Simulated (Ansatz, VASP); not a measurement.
One calculation of C, two programs

```
C
1.0
     3.44461    0.00000    0.00000
     0.00000    3.44461    0.00000
     0.00000    0.00000    4.41957
C
4
Direct
  0.00000 0.30091 0.00000
  0.69909 0.00000 0.00000
  0.30091 0.00000 0.00000
  0.00000 0.69909 0.00000
```

Change from the starting cell: the structure that the rattled cell fell into.

Alike in both runs: functional PBE; k mesh 14 × 14 × 10; occupations gaussian, width 0.1 eV; no spin polarisation.

Ansatz relaxed the structure, and its values are those at the end. VASP's run is a single point on that final structure, the one shown.

|  | VASP | Ansatz |
| --- | --- | --- |
| version | VASP 6.6.1 | Ansatz 0.2.0 |
| potentials or method | VASP PAW PBE potentials, release 64 (C), cutoff 520 eV | scalar-relativistic, plane waves, PAW |
| valence electrons in the cell | 16 | 16 |

Ansatz gave:

| Quantity | Value |
| --- | --- |
| gap on the k mesh at the Fermi level (eV) | none |
| pressure (GPa) | 0.0 |
| rms of the force components (eV/Å) | 0.000 |

What did VASP give for the same quantities?

gap on the k mesh at the Fermi level (eV): none; pressure (GPa): 0.2; rms of the force components (eV/Å): 0.021.

A gap of «none» marks a metal or a gap that the smearing closes.
